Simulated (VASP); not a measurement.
# Nb16H (a cell with a defect) in VASP: notebook

The runs below take Nb16H (a cell with a defect) through single point, with PBE+D3(BJ).

Everything below comes from runs of VASP 6.6.1. Logs are shortened: lines on timing, memory, paths and dates and some standing lists are left out, and cuts for length are marked.

### Step 1. The cell of the first run

The cell holds a defect, 17 atoms: a = 6.600 Å, b = 6.600 Å, c = 6.600 Å, α = 90.00°, β = 90.00°, γ = 90.00°.

### Step 2. Single point, PBE+D3(BJ)

The input, INCAR:

```
SYSTEM = Nb16H
ALGO = Normal
EDIFF = 1E-6
ENCUT = 520
GGA = PE
ISIF = 2
ISMEAR = -1
IVDW = 12
LASPH = .TRUE.
LCHARG = .FALSE.
LREAL = Auto
LWAVE = .FALSE.
NBANDS = 118
NELM = 80
PREC = Accurate
SIGMA = 0.15
```

The input, KPOINTS:

```
k-points
0
G
  3 3 3
  0 0 0
```

The input, POSCAR:

```
Nb16H
1.0
    6.6000000000      0.0000000000      0.0000000000
    0.0000000000      6.6000000000      0.0000000000
    0.0000000000      0.0000000000      6.6000000000
Nb H
16 1
Direct
    0.0010940909     -0.0006922727      0.0002290909
    0.4989753030      0.0008913636      0.0002319697
   -0.0016401515      0.5010821212      0.0002227273
    0.0032187879     -0.0027636364      0.5002290909
    0.2502122727      0.2520936364      0.2497413636
    0.4909842424      0.5075937879      0.0002271212
    0.5010607576     -0.0010907576      0.5002321212
    0.7519109091      0.2442810606      0.2620415152
    0.0006339394      0.4991440909      0.5002227273
    0.2486468182      0.7523719697      0.2491733333
    0.2502122727      0.2521000000      0.7507145455
    0.4999189394      0.5005837879      0.5002262121
    0.7493427273      0.7503246970      0.2504159091
    0.7519119697      0.2442872727      0.7384184848
    0.2486472727      0.7523763636      0.7512775758
    0.7493440909      0.7503286364      0.7500404545
    0.7233454545      0.3405781818      0.0002310606
```

Potentials or basis: VASP PAW PBE potentials, release 64 (Nb_sv, H).

Command:

```console
cat potpaw_PBE.64/Nb_sv/POTCAR potpaw_PBE.64/H/POTCAR > POTCAR
mpirun -np 1 vasp_std > vasp.out
```

OUTCAR:

```text
SYSTEM = Nb16H
   EDIFF = 1E-6
   ENCUT = 520
   GGA = PE
   ISIF = 2
   ISMEAR = -1
   IVDW = 12
   LASPH = .TRUE.
   LREAL = Auto
   NELM = 80
   PREC = Accurate
 IVDW          = 12

 ion  position               nearest neighbor table
   1  0.001  0.999  0.000-  10 2.83  15 2.83  16 2.86  13 2.86   5 2.86  11 2.86   8 2.88  14 2.88

   2  0.499  0.001  0.000-  10 2.85  15 2.85   5 2.86  11 2.86  13 2.86  16 2.86   8 2.89  14 2.89

   3  0.998  0.501  0.000-  16 2.85  13 2.85  11 2.86   5 2.86  15 2.86  10 2.86  14 2.92   8 2.92

   4  0.003  0.997  0.500-   8 2.81  14 2.81  15 2.83  10 2.83  16 2.86  13 2.86   5 2.87  11 2.87

   5  0.250  0.252  0.250-   6 2.84   9 2.85  12 2.85   2 2.86   3 2.86   1 2.86   4 2.87   7 2.88

   6  0.491  0.508  0.000-  17 1.89  10 2.80  15 2.80  11 2.84   5 2.84  13 2.86  16 2.86  14 3.00
                             8 3.00
   7  0.501  0.999  0.500-   8 2.80  14 2.80  16 2.85  13 2.85  15 2.86  10 2.86  11 2.88   5 2.88

   8  0.752  0.244  0.262-  17 1.85   7 2.80   4 2.81   9 2.83  12 2.85   1 2.88   2 2.89   3 2.92
                             6 3.00
   9  0.001  0.499  0.500-   8 2.83  14 2.83   5 2.85  11 2.85  13 2.87  16 2.87  10 2.87  15 2.87

  10  0.249  0.752  0.249-   6 2.80   4 2.83   1 2.83   2 2.85   7 2.86   3 2.86   9 2.87  12 2.87

  11  0.250  0.252  0.751-   6 2.84   9 2.85  12 2.85   2 2.86   3 2.86   1 2.86   4 2.87   7 2.88

  12  0.500  0.501  0.500-   8 2.85  14 2.85  11 2.85   5 2.85  13 2.85  16 2.85  10 2.87  15 2.87

  13  0.749  0.750  0.250-   7 2.85   3 2.85  12 2.85   4 2.86   1 2.86   2 2.86   6 2.86   9 2.87

  14  0.752  0.244  0.738-  17 1.85   7 2.80   4 2.81   9 2.83  12 2.85   1 2.88   2 2.89   3 2.92
                             6 3.00
  15  0.249  0.752  0.751-   6 2.80   4 2.83   1 2.83   2 2.85   7 2.86   3 2.86   9 2.87  12 2.87

  16  0.749  0.750  0.750-   7 2.85   3 2.85  12 2.85   4 2.86   1 2.86   2 2.86   6 2.86   9 2.87

  17  0.723  0.341  0.000-  14 1.85   8 1.85   6 1.89

  LATTYP: Found a simple cubic cell.
 ALAT       =     6.6000000000

  Lattice vectors:

 A1 = (   6.6000000000,   0.0000000000,   0.0000000000)
 A2 = (   0.0000000000,   6.6000000000,   0.0000000000)
 A3 = (   0.0000000000,   0.0000000000,   6.6000000000)

Analysis of symmetry for initial positions (statically):
=====================================================================
 Subroutine PRICEL returns:
 Original cell was already a primitive cell.

 Routine SETGRP: Setting up the symmetry group for a
 simple cubic supercell.

 Subroutine GETGRP returns: Found  1 space group operations
 (whereof  1 operations were pure point group operations)
 out of a pool of 48 trial point group operations.

The static configuration has the point symmetry C_1 .

Analysis of symmetry for dynamics (positions and initial velocities):
=====================================================================
 Subroutine PRICEL returns:
 Original cell was already a primitive cell.

 Routine SETGRP: Setting up the symmetry group for a
 simple cubic supercell.

 Subroutine GETGRP returns: Found  1 space group operations
 (whereof  1 operations were pure point group operations)
 out of a pool of 48 trial point group operations.

The dynamic configuration has the point symmetry C_1 .

 Subroutine INISYM returns: Found  1 space group operations
 (whereof  1 operations are pure point group operations),
 and found     1 'primitive' translations

----------------------------------------------------------------------------------------

                                     Primitive cell

  volume of cell :     287.4960

  direct lattice vectors                    reciprocal lattice vectors
     6.600000000  0.000000000  0.000000000     0.151515152  0.000000000  0.000000000
     0.000000000  6.600000000  0.000000000     0.000000000  0.151515152  0.000000000
     0.000000000  0.000000000  6.600000000     0.000000000  0.000000000  0.151515152

  length of vectors
     6.600000000  6.600000000  6.600000000     0.151515152  0.151515152  0.151515152

  position of ions in fractional coordinates (direct lattice)
     0.001094091  0.999307727  0.000229091
     0.498975303  0.000891364  0.000231970
     0.998359849  0.501082121  0.000222727
     0.003218788  0.997236364  0.500229091
     0.250212273  0.252093636  0.249741364
     0.490984242  0.507593788  0.000227121
[... 9 lines left out ...]
     0.749344091  0.750328636  0.750040455
     0.723345454  0.340578182  0.000231061

  ion indices of the primitive-cell ions
   primitive index   ion index
                 1           1
                 2           2
                 3           3
                 4           4
                 5           5
                 6           6
[... 9 lines left out ...]
                16          16
                17          17

----------------------------------------------------------------------------------------

 KPOINTS: k-points

Automatic generation of k-mesh.
 Grid dimensions read from file:
 generate k-points for:    3    3    3

 Generating k-lattice:

  Cartesian coordinates                     Fractional coordinates (reciprocal lattice)
     0.050505051  0.000000000  0.000000000     0.333333333  0.000000000  0.000000000
     0.000000000  0.050505051  0.000000000     0.000000000  0.333333333  0.000000000
     0.000000000  0.000000000  0.050505051     0.000000000  0.000000000  0.333333333

  Length of vectors
     0.050505051  0.050505051  0.050505051

  Shift w.r.t. Gamma in fractional coordinates (k-lattice)
     0.000000000  0.000000000  0.000000000

 Subroutine IBZKPT returns following result:
 ===========================================

 Found     14 irreducible k-points:

 Following reciprocal coordinates:
            Coordinates               Weight
  0.000000  0.000000  0.000000      1.000000
  0.333333  0.000000  0.000000      2.000000
  0.000000  0.333333  0.000000      2.000000
  0.000000  0.000000  0.333333      2.000000
  0.333333  0.333333  0.000000      2.000000
  0.000000  0.333333  0.333333      2.000000
  0.333333  0.000000  0.333333      2.000000
 -0.333333  0.333333  0.000000      2.000000
 -0.333333  0.000000  0.333333      2.000000
  0.000000 -0.333333  0.333333      2.000000
  0.333333  0.333333  0.333333      2.000000
 -0.333333  0.333333  0.333333      2.000000
 -0.333333 -0.333333  0.333333      2.000000
  0.333333 -0.333333  0.333333      2.000000
   k-points           NKPTS =     14   k-points in BZ     NKDIM =     14   number of bands    NBANDS=    118
   number of dos      NEDOS =    301   number of ions     NIONS =     17
   total plane-waves  NPLWV = 125000
   dimension x,y,z NGX =    50 NGY =   50 NGZ =   50
   dimension x,y,z NGXF=   100 NGYF=  100 NGZF=  100
   ions per type =              16   1
   NGX,Y,Z   is equivalent  to a cutoff of  12.59, 12.59, 12.59 a.u.
   NGXF,Y,Z  is equivalent  to a cutoff of  25.19, 25.19, 25.19 a.u.
 SYSTEM =  Nb16H
   PREC   = accura    normal or accurate (medium, high low for compatibility)
   ISTART =      0    job   : 0-new  1-cont  2-samecut
   ICHARG =      2    charge: 1-file 2-atom 10-const
   ISPIN  =      1    spin polarized calculation?
   LNONCOLLINEAR =      F non collinear calculations
   LSORBIT =      F    spin-orbit coupling
   LASPH  =      T    aspherical Exc in radial PAW
   ENCUT  =  520.0 eV  38.22 Ry    6.18 a.u.  12.27 12.27 12.27*2*pi/ulx,y,z
   NELM   =     80;   NELMIN=  2; NELMDL= -5     # of ELM steps
   EDIFF  = 0.1E-05   stopping-criterion for ELM
   LREAL  =      T    real-space projection
   EDIFFG = 0.1E-04   stopping-criterion for IOM
   NSW    =      0    number of steps for IOM
   IBRION =     -1    ionic relax: 0-MD 1-quasi-New 2-CG
   NFREE  =      0    steps in history (QN), initial steepest desc. (CG)
   ISIF   =      2    stress and relaxation
   ISYM   =      2    0-nonsym 1-usesym 2-fastsym
   POTIM  = 0.5000    time-step for ionic-motion
   TEBEG  =    0.0;   TEEND  =   0.0 temperature during run
   PSTRESS=    0.0 pullay stress
   NELECT =     209.0000    total number of electrons
   NUPDOWN=      -1.0000    fix difference up-down
   EMIN   =  10.00;   EMAX   =-10.00  energy-range for DOS
   EFERMI =   0.00;   METHOD = LEGACY
   ISMEAR =    -1;   SIGMA  =   0.15  broadening in eV -4-tet -1-fermi 0-gaus
   EFERMI_NEDOS =   21; number of points for ismear=-14 and -15
   IALGO  =     38    algorithm
   IMIX   =      4    mixing-type and parameters
     AMIX     =   0.40;   BMIX     =  1.00
     AMIX_MAG =   1.60;   BMIX_MAG =  1.00
  volume/ion in A,a.u.               =      16.91       114.12
  Fermi-wavevector in a.u.,A,eV,Ry     =   1.472018  2.781710 29.481589  2.166836
  Thomas-Fermi vector in A             =   2.587083
   LORBIT       =      0    0 simple, 1 ext, 2 COOP (PROOUT), +10 PAW based schemes
   GGA     = PE    functional components
   LHFCALC =     F    Hartree Fock is set to
   AEXX    =    0.0000 exact exchange contribution
   IVDW    =    12    specifies the selected vdW correction
   LEPSILON=     F    determine dielectric tensor
   LRPA    =     F    only Hartree local field effects (RPA)
 non-spin polarized calculation
  energy-cutoff  :      520.00
  volume of cell :      287.50
 maximum number of plane-waves:      7809
 NGX is ok and might be reduce to    50
   NGX = 25   NGY = 25   NGZ = 25

 number of electron     209.0000022 magnetization

 Free energy of the ion-electron system (eV)
  ---------------------------------------------------
  ext. energy  EPLUGINS =         0.00000000
  ---------------------------------------------------
  free energy    TOTEN  =      -167.96861934 eV

  energy without entropy =     -166.62366529  energy(sigma->0) =     -167.29614231

 E-fermi :  11.3222     XC(G=0): -12.5440

 val. band max:       11.3113249848   @ k =   0.3333   0.3333   0.0000
 cond. band min:      11.3837647756   @ k =  -0.3333   0.3333   0.0000
 fundamental gap:      0.0724397908
 Fermi energy:        11.3221536764

 k-point     1 :       0.0000    0.0000    0.0000
  band No.  band energies     occupation
      1     -43.0889      2.00000
      2     -42.9115      2.00000
      3     -42.8971      2.00000
      4     -42.8749      2.00000
      5     -42.8607      2.00000
      6     -42.8584      2.00000
[... 108 lines left out ...]
    115      13.5162      0.00000
    116      13.5324      0.00000

 k-point     2 :       0.3333    0.0000    0.0000
  band No.  band energies     occupation
      1     -43.0575      2.00000
      2     -42.9761      2.00000
      3     -42.8971      2.00000
      4     -42.8800      2.00000
      5     -42.8678      2.00000
      6     -42.8577      2.00000
[... 1420 lines left out ...]
 k-point    14 :       0.3333   -0.3333    0.3333
  band No.  band energies     occupation
      1     -43.0067      2.00000
      2     -42.9529      2.00000
      3     -42.9422      2.00000
      4     -42.9269      2.00000
      5     -42.9013      2.00000
      6     -42.8864      2.00000
[... 108 lines left out ...]
    115      13.6618      0.00000
    116      13.6940      0.00000
 [bands above 116 left out]

------------------------ aborting loop because EDIFF is reached ----------------------------------------

 Edisp (eV)  -12.01390

 E8    (eV) :    -5.8009

  FORCE on cell =-STRESS in cart. coord.  units (eV):
  Direction    XX          YY          ZZ          XY          YZ          ZX
  --------------------------------------------------------------------------------------
  -------------------------------------------------------------------------------------
  Total      -7.82461    -7.35897    -5.23866    -0.72875     0.00023    -0.00194
  in kB     -43.60551   -41.01057   -29.19439    -4.06125     0.00126    -0.01079
  external pressure =      -37.94 kB  Pullay stress =        0.00 kB

 VOLUME and BASIS-vectors are now :
 -----------------------------------------------------------------------------
  energy-cutoff  :      520.00
  volume of cell :      287.50
      direct lattice vectors                 reciprocal lattice vectors
     6.600000000  0.000000000  0.000000000     0.151515152  0.000000000  0.000000000
     0.000000000  6.600000000  0.000000000     0.000000000  0.151515152  0.000000000
     0.000000000  0.000000000  6.600000000     0.000000000  0.000000000  0.151515152

 POSITION                                       TOTAL-FORCE (eV/Angst)
 -----------------------------------------------------------------------------------
      0.00722      6.59543      0.00151        -0.018522     -0.021012     -0.000129
      3.29324      0.00588      0.00153        -0.024186     -0.038814      0.000034
      6.58918      3.30714      0.00147         0.000960     -0.001791      0.000221
      0.02124      6.58176      3.30151        -0.019135     -0.013235     -0.000005
      1.65140      1.66382      1.64829        -0.016261     -0.011787     -0.000364
      3.24050      3.35012      0.00150        -0.012024     -0.041305      0.000046
[... 9 lines left out ...]
      4.94567      4.95217      4.95027        -0.014198     -0.017335     -0.009092
      4.77408      2.24782      0.00152         0.333419      0.348623      0.000141
 -----------------------------------------------------------------------------------
    total drift:                                0.003878     -0.004392     -0.001493

  FREE ENERGIE OF THE ION-ELECTRON SYSTEM (eV)
  ---------------------------------------------------
  free  energy   TOTEN  =      -179.9825220674 eV

  energy  without entropy=     -178.6375680206  energy(sigma->0) =     -179.31004504
```

Run time: 16 min. Hardware: 1 thread of Intel Xeon Platinum 8259CL at 2.50GHz (Skylake/Cascade Lake), shared host; peak memory 0.54 GiB.

What came out:

| Item | Value |
| --- | --- |
| Free energy | -179.9825 eV |
| Pressure | -3.8 GPa |
| Largest force | 0.482 eV/Å |
| Band gap on the k mesh | zero (an odd number of electrons rules out a gap without spin polarisation) |
| Dispersion energy per atom | -0.707 eV |

Forces in eV/Å, atoms in the order of the input:
```
Nb  -0.019 -0.021  0.000
Nb  -0.024 -0.039  0.000
Nb   0.001 -0.002  0.000
Nb  -0.019 -0.013  0.000
Nb  -0.016 -0.012  0.000
Nb  -0.012 -0.041  0.000
Nb  -0.009 -0.013  0.000
Nb  -0.055 -0.043 -0.008
Nb  -0.036 -0.025  0.000
Nb  -0.015 -0.016 -0.005
Nb  -0.016 -0.012  0.001
Nb  -0.015 -0.018  0.000
Nb  -0.014 -0.017  0.009
Nb  -0.055 -0.043  0.009
Nb  -0.015 -0.016  0.005
Nb  -0.014 -0.017 -0.009
H    0.333  0.349  0.000
```

Stress tensor (GPa, compression positive):
```
-4.36 -0.41  0.00
-0.41 -4.10  0.00
 0.00  0.00 -2.92
```

Levels at points of the mesh, in eV from the Fermi level:
```tsv
k point	band 102	band 103	band 104	band 105	band 106	band 107
(0.00, 0.00, 0.00)	0.78	0.82	0.83	0.85	0.87	0.88
```

(Continued in part 2 of 2.)

The gap in the log of VASP goes by the Fermi energy; the results here count the filled bands.